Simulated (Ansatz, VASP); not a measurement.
# CsP4: VASP beside Ansatz

```
Cs P
1.0
     5.49411    0.00000    0.00000
     0.00000    5.49411    0.00000
     0.00000    0.00000    7.76984
Cs P
1 4
Direct
  0.00000 0.00000 0.00000
  0.50000 0.00000 0.25000
  0.00000 0.50000 0.75000
  0.50000 0.00000 0.75000
  0.00000 0.50000 0.25000
```

Change from the starting cell: ordered vacancies on the cation sites of fluorite (P4/mmm, No. 123).

Alike in both runs: task relaxation of cell and atoms; functional PBE; k mesh 4 × 4 × 2; occupations gaussian, width 0.1 eV; no spin polarisation.

|  | VASP | Ansatz |
| --- | --- | --- |
| version | VASP 6.6.1 | Ansatz 0.2.0 |
| potentials or method | VASP PAW PBE potentials, release 64 (Cs_sv, P), cutoff 600 eV | scalar-relativistic, plane waves, PAW |
| valence electrons in the cell | 29 | 29 |

Ansatz gave:

```
gap on the k mesh at the Fermi level, each at its own relaxed structure (eV) : none
relaxed volume (Å³/atom)                                                     : 22.73
relaxed cell length with the largest relative difference (Å)                 : 7.967
```

Q: Estimate VASP's values.

A: gap on the k mesh at the Fermi level, each at its own relaxed structure (eV): none; relaxed volume (Å³/atom): 22.75; relaxed cell length with the largest relative difference (Å): 7.974.

A gap of «none» marks a metal or a gap that the smearing closes.

The k mesh is coarse, so the values compare programs but aren't converged. Spin-orbit coupling is off throughout. Noted on VASP's run: the volume moved by over 15 % at a fixed basis, so the end points are rough.
